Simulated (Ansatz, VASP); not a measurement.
**One calculation of SrTiO3, two programs**

The input INCAR:

```
  PREC = Accurate
  ENCUT = 520
  EDIFF = 1E-8
  ISMEAR = -1
  SIGMA = 0.05
  LREAL = F
  LASPH = T
  NELM = 60
  ALGO = Normal
  ISIF = 2
  LWAVE = F
  LCHARG = F
  GGA = PE
  LEFG = T
  NBANDS = 28
```

The input KPOINTS:

```
regular mesh
0
Gamma
  7 7 7
```

POSCAR

```
SrTiO3
1.0
    3.9050000000     -0.0195250000     -0.0195250000
   -0.0195250000      3.9050000000     -0.0195250000
   -0.0195250000     -0.0195250000      3.9050000000
Sr Ti O
1 1 3
Direct
    0.0000000000      0.0000000000      0.0000000000
    0.5000000000      0.5000000000      0.5000000000
    0.0000000000      0.5000000000      0.5000000000
    0.5000000000      0.0000000000      0.5000000000
    0.5000000000      0.5000000000      0.0000000000
```

Input for Ansatz:

```yaml
crystal:
  lattice:
    - [3.905, -0.019525, -0.019525]
    - [-0.019525, 3.905, -0.019525]
    - [-0.019525, -0.019525, 3.905]
  atoms:
    - { symbol: Sr, position: [0.0, 0.0, 0.0] }
    - { symbol: Ti, position: [0.5, 0.5, 0.5] }
    - { symbol: O, position: [0.0, 0.5, 0.5] }
    - { symbol: O, position: [0.5, 0.0, 0.5] }
    - { symbol: O, position: [0.5, 0.5, 0.0] }
kpoints:
  mp_grid: { grid: [7, 7, 7] }
scf:
  occupations: { method: fermi_dirac, width: 0.05 }
hamiltonian:
  xc: pbe
  pseudopotentials: { kind: all_electron, datasets: crystal }
output:
  forces: true
  stress: true
  eigenvalues: true
  efg: { contact_densities: true }
```

Change from the starting cell: equal xy, yz and zx shear strains of -1 %, crystal datasets.

Alike in both runs: task electric field gradients; functional PBE; k mesh 7 × 7 × 7; occupations fermi-dirac, width 0.05 eV; no spin polarisation.

|  | VASP | Ansatz |
| --- | --- | --- |
| version | VASP 6.6.1 | Ansatz 0.2.0 |
| potentials or method | VASP PAW PBE potentials, release 64 (Sr_sv, Ti_sv, O), cutoff 520 eV | all-electron PAW with datasets made for the crystal, scalar-relativistic |

Ansatz gave:

* gap on the k mesh at the Fermi level (eV): 1.90
* pressure (GPa): 4.3
* traceless stress, the component that is largest in VASP (GPa): 1.15
* size of Vzz on the site where it differs most (V/Å²): 12.4

Q: Estimate VASP's values.

A: gap on the k mesh at the Fermi level (eV): 1.87; pressure (GPa): 5.0; traceless stress, the component that is largest in VASP (GPa): 1.15; size of Vzz on the site where it differs most (V/Å²): 11.7.

Ansatz ran all-electron here, and VASP with PAW potentials.
